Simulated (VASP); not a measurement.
KCl:

```
CELL_PARAMETERS angstrom
0.00000 3.14485 3.14485
3.14485 0.00000 3.14485
3.14485 3.14485 0.00000
ATOMIC_POSITIONS crystal
K 0.00000 0.00000 0.00000
Cl 0.50000 0.50000 0.50000
```

Base run:

| Property | Result |
| --- | --- |
| Program | VASP 6.6.1 |
| Functional | PBE |
| Potentials or basis | VASP PAW PBE potentials, release 64 (K_sv, Cl) |
| Cutoff | 520 eV |
| k mesh | 8 × 8 × 8 |
| Occupations | gaussian, width 0.01 eV |
| Spin | no spin polarisation |

Its results: band gap on the k mesh 5.19 eV, direct; pressure 0.8 GPa.

After a change of settings the same cell gave: band gap on the k mesh 5.83 eV, direct; pressure 0.0 GPa. Which change was it?
A. functional from PBE to r2SCAN; k mesh from 8 × 8 × 8 to 4 × 4 × 4
B. k mesh from 8 × 8 × 8 to 4 × 4 × 4
C. k mesh from 8 × 8 × 8 to 4 × 4 × 4; further incar settings from ALGO = Normal; EDIFF = 1e-06; NBANDS = 15 to ALGO = Normal; EDIFF = 1e-07; NBANDS = 15

A.

Caveats: some runs use coarse meshes; the PAW data sets were made with another functional, which shifts forces and pressure a little (some runs).
